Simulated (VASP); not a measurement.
Set up this calculation in VASP 6.6.1, as the native input.

| Item | Value |
| --- | --- |
| Task | G0W0 quasiparticle levels |
| Functional | LDA |
| Potentials or basis | VASP PAW LDA potentials, release 64 (Mg_GW, O_GW) |
| Cutoff | 500 eV |
| k mesh | 4 × 4 × 4 |
| Occupations | gaussian, width 0.01 eV |
| Spin | no spin polarisation |
| Dipole correction | no |
| GW scheme | G0W0 |
| GW iterations | 1 |
| Cutoff of the response function | 80 |
| Frequency points | 48 |
| Empty bands | 60 |
| Further INCAR settings | ALGO = EVGW0; EDIFF = 1e-08; NBANDS = 64 |

The system is MgO (Periclase).

```
CELL_PARAMETERS angstrom
0.00000 2.10217 2.10217
2.10217 0.00000 2.10217
2.10217 2.10217 0.00000
ATOMIC_POSITIONS crystal
Mg 0.00000 0.00000 0.00000
O 0.50000 0.50000 0.50000
```

One way to write it, as run:

POSCAR

```
MgO
1.0
    0.0000000000      2.1021680256      2.1021680256
    2.1021680256      0.0000000000      2.1021680256
    2.1021680256      2.1021680256      0.0000000000
Mg O
1 1
Direct
    0.0000000000      0.0000000000      0.0000000000
    0.5000000000      0.5000000000      0.5000000000
```

INCAR.step1

```
SYSTEM = MgO
PREC = Accurate ; ENCUT = 500
EDIFF = 1E-8 ; ISMEAR = 0
SIGMA = 0.01 ; LREAL = .FALSE.
LASPH = .TRUE. ; NELM = 60
ALGO = Normal ; LWAVE = .TRUE.
LCHARG = .FALSE.
```

INCAR.step2

```
SYSTEM = MgO
PREC = Accurate ; ENCUT = 500
EDIFF = 1E-8 ; ISMEAR = 0
SIGMA = 0.01 ; LREAL = .FALSE.
LASPH = .TRUE. ; NELM = 1
ALGO = Exact ; LWAVE = .TRUE.
LCHARG = .FALSE. ; NBANDS = 64
LOPTICS = .TRUE. ; ISTART = 1
```

INCAR.step3

```
SYSTEM = MgO
PREC = Accurate ; ENCUT = 500
EDIFF = 1E-8 ; ISMEAR = 0
SIGMA = 0.01 ; LREAL = .FALSE.
LASPH = .TRUE. ; ALGO = EVGW0
LWAVE = .FALSE. ; LCHARG = .FALSE.
NELMGW = 1 ; NBANDS = 64
ENCUTGW = 80.0 ; NOMEGA = 48
PRECFOCK = Fast ; ISTART = 1
NBANDSGW = 12
```

KPOINTS

```
regular mesh
0
G
  4 4 4
  0 0 0
```

Potentials or basis: VASP PAW LDA potentials, release 64 (Mg_GW, O_GW).

Run with:

```sh
$ cat potpaw_LDA.64/Mg_GW/POTCAR potpaw_LDA.64/O_GW/POTCAR > POTCAR
$ cp INCAR.step1 INCAR
$ mpirun -np 1 vasp_std > vasp.out
$ cp INCAR.step2 INCAR
$ mpirun -np 1 vasp_std > vasp.out
$ cp INCAR.step3 INCAR
$ mpirun -np 1 vasp_std > vasp.out
```

Results of the run:

```
Band gap on the k mesh, mean-field level : 4.70 eV, direct
Quasiparticle gap                        : 7.04 eV
Least direct quasiparticle gap           : 7.04 eV
```

Caveat: the k points lie up to 0.65 Å⁻¹ apart; bands, screening cutoff and mesh are small and nothing is extrapolated, so the quasiparticle values aren't converged.

Wall time 33 s on 1 thread of Intel Xeon 8259CL (shared host), peak memory 0.17 GiB.
